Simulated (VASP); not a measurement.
# Ga16O25 (a cell with a defect) in VASP: single point with PBE

Aim: the single point of Ga16O25 (a cell with a defect) with PBE.

All numbers are computed with VASP 6.6.1; they aren't measurements. Logs are shortened: lines on timing, memory, paths and dates and some standing lists are left out, and cuts for length are marked.

## 1. The cell of the first run

The cell holds a defect, 41 atoms: a = 7.639 Å, b = 7.757 Å, c = 8.519 Å, α = 72.52°, β = 75.43°, γ = 67.19°.

## 2. Single point, PBE

The input, INCAR:

```
SYSTEM = Ga16O25
PREC = Accurate
ENCUT = 520
EDIFF = 1E-7
ISMEAR = 0
SIGMA = 0.02
LREAL = Auto
LASPH = .True.
NELM = 60
ALGO = Normal
ISIF = 2
LWAVE = .False.
LCHARG = .False.
GGA = PE
NBANDS = 205
NELECT = 360.0
KPAR = 2
NCORE = 2
```

The input, KPOINTS:

```
Automatic mesh
0
Gamma
  2 2 2
  0.5 0.5 0.5
```

The input, POSCAR:

```
Ga16O25
1.0
   -4.8290928649     -1.5416333701     -5.7151521778
   -6.2270640138      4.6249001104     -0.0062293264
    1.3979711490      6.1665334805     -5.7089228514
Ga O
16 25
Direct
    0.6527052253      0.6645003490      0.6748051335
    0.8839573215      0.4324688621      0.3933538380
    0.1587989888      0.1243065311      0.1771037032
    0.3942954027      0.9133675435      0.9171434973
    0.5898265348      0.1163881871      0.0760622270
    0.8412098029      0.8555229618      0.8224018556
    0.0878750466      0.5850967523      0.5871830818
    0.3468959579      0.3321591193      0.3399910659
    0.4637175494      0.7128701043      0.3349913968
    0.7313795433      0.4855316875      0.0885562506
    0.9487434255      0.2083214180      0.8423820234
    0.2231664299      0.9598828714      0.5792453668
    0.8014584758      0.0600967125      0.3983374518
    0.0068076171      0.7605411540      0.1648875670
    0.2750697801      0.5360820811      0.9214413672
    0.5235490650      0.2945047351      0.6712191239
    0.4858061365      0.5009078992      0.7570321480
    0.7441662028      0.2485113788      0.5212435862
    0.0255883804      0.9280471973      0.2720997890
    0.2422501043      0.7356515178      0.0119772586
    0.7237328727      0.3075146053      0.9819805860
    1.0008278340      0.0213472756      0.7249172556
    0.2537192622      0.7469782362      0.5040247324
    0.4995710937      0.5093089997      0.2471243254
    0.4214008554      0.9289693441      0.1525954955
    0.6567381698      0.7023631589      0.9012900781
    0.9047564491      0.4395000256      0.6650058620
    0.1865162357      0.1634467040      0.3952608495
    0.8332593122      0.8299109478      0.5946007888
    0.0904482482      0.5441500394      0.3603720243
    0.3241548028      0.3154743128      0.0978940768
    0.5658596069      0.0803300439      0.8483519544
    0.0615891568      0.6081061841      0.8192670302
    0.3152764941      0.3462882942      0.5732800143
    0.5800501625      0.1087281307      0.3108120758
    0.8381026664      0.9443419069      0.0151279063
    0.1667553504      0.1400877200      0.9409853687
    0.4254863898      0.8996136382      0.6878281004
    0.6619929512      0.6548769205      0.4512782732
    0.9010228506      0.2775068288      0.2327214629
    0.8561109558      0.6103919766      0.1668308549
```

Potentials or basis: VASP PAW PBE potentials, release 64 (Ga_d, O).

Run with:

```
> cat potpaw_PBE.64/Ga_d/POTCAR potpaw_PBE.64/O/POTCAR > POTCAR
> mpirun -np 4 vasp_std > vasp.out
```

OUTCAR:

```text
SYSTEM = Ga16O25
   PREC = Accurate
   ENCUT = 520
   EDIFF = 1E-7
   ISMEAR = 0
   LREAL = Auto
   LASPH = .True.
   NELM = 60
   ISIF = 2
   GGA = PE
   NELECT = 360.0

 ion  position               nearest neighbor table
   1  0.653  0.665  0.675-  39 1.91  38 1.98  17 2.00  27 2.04  26 2.05  29 2.09
   2  0.884  0.432  0.393-  39 1.98  30 2.00  18 2.01  41 2.01  40 2.03  27 2.38  28 2.44
   3  0.159  0.124  0.177-  40 1.89  37 1.96  25 2.00  19 2.01  28 2.04  31 2.16
   4  0.394  0.913  0.917-  38 1.94  37 1.95  20 2.00  26 2.04  32 2.05  25 2.11
   5  0.590  0.116  0.076-  36 1.90  35 1.97  21 1.98  31 2.02  32 2.10  25 2.16
   6  0.841  0.856  0.822-  36 1.95  22 1.97  33 2.01  29 2.03  26 2.05  32 2.16
   7  0.088  0.585  0.587-  23 1.98  33 1.99  27 2.00  34 2.00  30 2.04  29 2.13
   8  0.347  0.332  0.340-  35 1.97  34 1.97  24 2.00  28 2.00  30 2.02  31 2.16
   9  0.464  0.713  0.335-  24 1.84  39 1.85  23 1.86  25 1.90
  10  0.731  0.486  0.089-  21 1.89  24 1.92  41 1.93  40 1.94  26 1.95
  11  0.949  0.208  0.842-  21 1.86  22 1.87  37 1.87  27 1.94
  12  0.223  0.960  0.579-  22 1.82  38 1.83  28 1.85  23 1.86
  13  0.801  0.060  0.398-  19 1.87  35 1.88  18 1.90  29 2.03  40 2.11
  14  0.007  0.761  0.165-  19 1.86  36 1.91  20 1.92  41 1.92  30 2.01
  15  0.275  0.536  0.921-  20 1.84  17 1.84  33 1.86  31 1.89
  16  0.524  0.295  0.671-  18 1.82  34 1.83  17 1.85  32 1.86
  17  0.486  0.501  0.757-  15 1.84  16 1.85   1 2.00
  18  0.744  0.249  0.521-  16 1.82  13 1.90   2 2.01
  19  0.026  0.928  0.272-  14 1.86  13 1.87   3 2.01
[... 8 lines left out ...]
  28  0.187  0.163  0.395-  12 1.85   8 2.00   3 2.04   2 2.44
  29  0.833  0.830  0.595-   6 2.03  13 2.03   1 2.09   7 2.13
  30  0.090  0.544  0.360-   2 2.00  14 2.01   8 2.02   7 2.04
  31  0.324  0.315  0.098-  15 1.89   5 2.02   8 2.16   3 2.16
  32  0.566  0.080  0.848-  16 1.86   4 2.05   5 2.10   6 2.16
  33  0.062  0.608  0.819-  15 1.86   7 1.99   6 2.01
  34  0.315  0.346  0.573-  16 1.83   8 1.97   7 2.00
  35  0.580  0.109  0.311-  13 1.88   5 1.97   8 1.97
  36  0.838  0.944  0.015-   5 1.90  14 1.91   6 1.95
  37  0.167  0.140  0.941-  11 1.87   4 1.95   3 1.96
  38  0.425  0.900  0.688-  12 1.83   4 1.94   1 1.98
  39  0.662  0.655  0.451-   9 1.85   1 1.91   2 1.98
  40  0.901  0.278  0.233-   3 1.89  10 1.94   2 2.03  13 2.11
  41  0.856  0.610  0.167-  14 1.92  10 1.93   2 2.01

  LATTYP: Found a triclinic cell.
 ALAT       =    21.5741123637
 B/A-ratio  =     1.1216864181
 C/A-ratio  =     0.8997290786
 COS(alpha) =     0.0002823934
 COS(beta)  =     0.5388285089
 COS(gamma) =     0.8414553718

  Lattice vectors:

 A1 = ( -18.6811920416, -10.7914335908,  -0.0186879792)
 A2 = ( -23.5102849064,   0.0000000001,  -5.7338401570)
 A3 = (  -1.3979711491, -18.4996004415,   5.7089228514)

Analysis of symmetry for initial positions (statically):
=====================================================================
 Subroutine PRICEL returns:
 Original cell was already a primitive cell.

 Routine SETGRP: Setting up the symmetry group for a
 triclinic supercell.

 Subroutine GETGRP returns: Found  1 space group operations
 (whereof  1 operations were pure point group operations)
 out of a pool of  2 trial point group operations.

The static configuration has the point symmetry C_1 .

Analysis of symmetry for dynamics (positions and initial velocities):
=====================================================================
 Subroutine PRICEL returns:
 Original cell was already a primitive cell.

 Routine SETGRP: Setting up the symmetry group for a
 triclinic supercell.

 Subroutine GETGRP returns: Found  1 space group operations
 (whereof  1 operations were pure point group operations)
 out of a pool of  2 trial point group operations.

The dynamic configuration has the point symmetry C_1 .

 Subroutine INISYM returns: Found  1 space group operations
 (whereof  1 operations are pure point group operations),
 and found     1 'primitive' translations

----------------------------------------------------------------------------------------

                                     Primitive cell

  volume of cell :     438.5458

  direct lattice vectors                    reciprocal lattice vectors
    -4.829092865 -1.541633370 -5.715152178    -0.060118656 -0.081082832 -0.102303738
    -6.227064014  4.624900110 -0.006229326    -0.100431339  0.081082832  0.062989095
     1.397971149  6.166533481 -5.708922851     0.060293841  0.081082832 -0.072817756

  length of vectors
     7.639354407  7.756678804  8.518935299     0.143717547  0.143626271  0.124547977

  position of ions in fractional coordinates (direct lattice)
     0.652705225  0.664500349  0.674805134
     0.883957321  0.432468862  0.393353838
     0.158798989  0.124306531  0.177103703
     0.394295403  0.913367544  0.917143497
     0.589826535  0.116388187  0.076062227
     0.841209803  0.855522962  0.822401856
[... 33 lines left out ...]
     0.901022851  0.277506829  0.232721463
     0.856110956  0.610391977  0.166830855

  ion indices of the primitive-cell ions
   primitive index   ion index
                 1           1
                 2           2
                 3           3
                 4           4
                 5           5
                 6           6
[... 33 lines left out ...]
                40          40
                41          41

----------------------------------------------------------------------------------------

 KPOINTS: Automatic mesh

Automatic generation of k-mesh.
 Grid dimensions read from file:
 generate k-points for:    2    2    2

 Generating k-lattice:

  Cartesian coordinates                     Fractional coordinates (reciprocal lattice)
    -0.030059328 -0.040541416 -0.051151869     0.500000000 -0.000000000  0.000000000
    -0.050215670  0.040541416  0.031494548     0.000000000  0.500000000  0.000000000
     0.030146920  0.040541416 -0.036408878     0.000000000  0.000000000  0.500000000

  Length of vectors
     0.071858773  0.071813136  0.062273988

  Shift w.r.t. Gamma in fractional coordinates (k-lattice)
     0.500000000  0.500000000  0.500000000

 Subroutine IBZKPT returns following result:
 ===========================================

 Found      4 irreducible k-points:

 Following reciprocal coordinates:
            Coordinates               Weight
  0.250000  0.250000  0.250000      2.000000
 -0.250000  0.250000  0.250000      2.000000
  0.250000 -0.250000  0.250000      2.000000
 -0.250000 -0.250000  0.250000      2.000000
   k-points           NKPTS =      4   k-points in BZ     NKDIM =      4   number of bands    NBANDS=    205
   number of dos      NEDOS =    301   number of ions     NIONS =     41
   total plane-waves  NPLWV = 230400
   dimension x,y,z NGX =    60 NGY =   60 NGZ =   64
   dimension x,y,z NGXF=   120 NGYF=  120 NGZF=  128
   ions per type =              16  25
   NGX,Y,Z   is equivalent  to a cutoff of  13.06, 12.86, 12.49 a.u.
   NGXF,Y,Z  is equivalent  to a cutoff of  26.11, 25.72, 24.98 a.u.
 SYSTEM =  Ga16O25
   PREC   = accura    normal or accurate (medium, high low for compatibility)
   ISTART =      0    job   : 0-new  1-cont  2-samecut
   ICHARG =      2    charge: 1-file 2-atom 10-const
   ISPIN  =      1    spin polarized calculation?
   LNONCOLLINEAR =      F non collinear calculations
   LSORBIT =      F    spin-orbit coupling
   LASPH  =      T    aspherical Exc in radial PAW
   ENCUT  =  520.0 eV  38.22 Ry    6.18 a.u.  14.20 14.42 15.84*2*pi/ulx,y,z
   NELM   =     60;   NELMIN=  2; NELMDL= -5     # of ELM steps
   EDIFF  = 0.1E-06   stopping-criterion for ELM
   LREAL  =      T    real-space projection
   EDIFFG = 0.1E-05   stopping-criterion for IOM
   NSW    =      0    number of steps for IOM
   IBRION =     -1    ionic relax: 0-MD 1-quasi-New 2-CG
   NFREE  =      0    steps in history (QN), initial steepest desc. (CG)
   ISIF   =      2    stress and relaxation
   ISYM   =      2    0-nonsym 1-usesym 2-fastsym
   POTIM  = 0.5000    time-step for ionic-motion
   TEBEG  =    0.0;   TEEND  =   0.0 temperature during run
   PSTRESS=    0.0 pullay stress
   NELECT =     360.0000    total number of electrons
   NUPDOWN=      -1.0000    fix difference up-down
   EMIN   =  10.00;   EMAX   =-10.00  energy-range for DOS
   EFERMI =   0.00;   METHOD = LEGACY
   ISMEAR =     0;   SIGMA  =   0.02  broadening in eV -4-tet -1-fermi 0-gaus
   EFERMI_NEDOS =   21; number of points for ismear=-14 and -15
   IALGO  =     38    algorithm
   IMIX   =      4    mixing-type and parameters
     AMIX     =   0.40;   BMIX     =  1.00
     AMIX_MAG =   1.60;   BMIX_MAG =  1.00
  volume/ion in A,a.u.               =      10.70        72.18
  Fermi-wavevector in a.u.,A,eV,Ry     =   1.532865  2.896695 31.969286  2.349676
  Thomas-Fermi vector in A             =   2.640012
   LORBIT       =      0    0 simple, 1 ext, 2 COOP (PROOUT), +10 PAW based schemes
   GGA     = PE    functional components
   LHFCALC =     F    Hartree Fock is set to
   AEXX    =    0.0000 exact exchange contribution
   IVDW    =     0    specifies the selected vdW correction
   LEPSILON=     F    determine dielectric tensor
   LRPA    =     F    only Hartree local field effects (RPA)
 non-spin polarized calculation
 Gauss-broadening in eV      SIGMA  =   0.02
  energy-cutoff  :      520.00
  volume of cell :      438.55
 maximum number of plane-waves:     11818
 NGX is ok and might be reduce to    60
   NGX = 29   NGY = 29   NGZ = 31

 number of electron     359.9999992 magnetization

 Free energy of the ion-electron system (eV)
  ---------------------------------------------------
  ext. energy  EPLUGINS =         0.00000000
  ---------------------------------------------------
  free energy    TOTEN  =      -231.25160756 eV

  energy without entropy =     -231.25160756  energy(sigma->0) =     -231.25160756

 E-fermi :   4.5279     XC(G=0): -11.5397

 val. band max:        4.3542382811   @ k =   0.2500  -0.2500   0.2500
 cond. band min:       6.6905505249   @ k =   0.2500   0.2500   0.2500
 fundamental gap:      2.3363122437
 Fermi energy:         4.5278531092

 k-point     1 :       0.2500    0.2500    0.2500
  band No.  band energies     occupation
      1     -15.0523      2.00000
      2     -14.5180      2.00000
      3     -14.3507      2.00000
      4     -14.2968      2.00000
      5     -14.2464      2.00000
      6     -14.1331      2.00000
[... 769 lines left out ...]
    191      10.3758      0.00000
    192      10.4627      0.00000
 [bands above 192 left out]

------------------------ aborting loop because EDIFF is reached ----------------------------------------

  FORCE on cell =-STRESS in cart. coord.  units (eV):
  Direction    XX          YY          ZZ          XY          YZ          ZX
  --------------------------------------------------------------------------------------
  -------------------------------------------------------------------------------------
  Total       24.1697390     35.8692001     35.3162197      0.1588489      0.6644788     -7.7868521
  in kB       88.3013972    131.0440501    129.0237991      0.5803363      2.4275977    -28.4483799
  external PRESSURE =     116.1230821 kB  Pullay stress =       0.0000000 kB

 VOLUME and BASIS-vectors are now :
 -----------------------------------------------------------------------------
  energy-cutoff  :      520.00
  volume of cell :      438.55
      direct lattice vectors                 reciprocal lattice vectors
    -4.829092865 -1.541633370 -5.715152178    -0.060118656 -0.081082832 -0.102303738
    -6.227064014  4.624900110 -0.006229326    -0.100431339  0.081082832  0.062989095
     1.397971149  6.166533481 -5.708922851     0.060293841  0.081082832 -0.072817756

 POSITION                                       TOTAL-FORCE (eV/Angst)
 -----------------------------------------------------------------------------------
     -6.34650      6.22822     -7.58686         0.004972     -0.007190      0.006571
     -6.41183      3.06302     -7.30027         0.027710      0.012481     -0.056923
     -1.29333      1.42221     -1.91941        -0.010443      0.013970      0.009532
     -6.30955      9.27197     -7.49505         0.015926      0.001841     -0.000004
     -3.46675      0.09803     -3.80591         0.011477     -0.005877     -0.003590
     -8.23998      7.73124     -9.50800        -0.008685      0.010899     -0.002217
[... 33 lines left out ...]
     -5.75384      1.32948     -6.47980         0.004668     -0.014726      0.017904
     -7.70196      2.53196     -5.84903        -0.031453     -0.007691      0.023839
 -----------------------------------------------------------------------------------
    total drift:                               -0.009425      0.008706      0.014488

  FREE ENERGIE OF THE ION-ELECTRON SYSTEM (eV)
  ---------------------------------------------------
  free  energy   TOTEN  =      -231.2516075645 eV

  energy  without entropy=     -231.2516075645  energy(sigma->0) =     -231.25160756
```

Wall time 2.9 min (4 MPI ranks of Intel Xeon 6975P-C (Granite Rapids), shared host); peak memory 0.4 GiB.

What came out:

```
Free energy   : -231.2516 eV
Largest force : 0.065 eV/Å
```

Forces on the atoms (eV/Å):
```
Ga   0.005 -0.007  0.007
Ga   0.028  0.012 -0.057
Ga  -0.010  0.014  0.010
Ga   0.016  0.002  0.000
Ga   0.011 -0.006 -0.004
Ga  -0.009  0.011 -0.002
Ga  -0.020  0.003  0.000
Ga  -0.011 -0.002 -0.006
Ga  -0.002 -0.005 -0.012
Ga  -0.001 -0.018  0.010
Ga   0.010 -0.006 -0.005
Ga   0.003  0.014 -0.007
Ga   0.017 -0.004 -0.005
Ga  -0.002  0.013 -0.005
Ga   0.002  0.001  0.001
Ga  -0.002 -0.009  0.009
O   -0.003  0.001  0.000
O    0.000  0.016 -0.015
O    0.009 -0.017 -0.024
O   -0.011 -0.003 -0.014
O   -0.001  0.009  0.016
O   -0.009 -0.014  0.004
O    0.011  0.003  0.005
O    0.019  0.000  0.015
O   -0.013 -0.007 -0.013
O    0.014  0.003 -0.007
O    0.013 -0.020  0.015
O    0.005  0.018  0.021
O   -0.011 -0.003  0.013
O   -0.019  0.001 -0.001
O    0.010  0.012  0.014
O   -0.005  0.001  0.004
O    0.019 -0.002 -0.019
O    0.019  0.003 -0.020
O    0.023 -0.004 -0.008
O   -0.022  0.005 -0.007
O   -0.022  0.001  0.011
O   -0.020 -0.003  0.022
O   -0.015  0.012  0.011
O    0.005 -0.015  0.018
O   -0.031 -0.008  0.024
```

Caveat: the cell carries a net charge on a neutralising background, which shifts energy and pressure; the cell is charged against a uniform background, so pressure and absolute levels hang on convention.
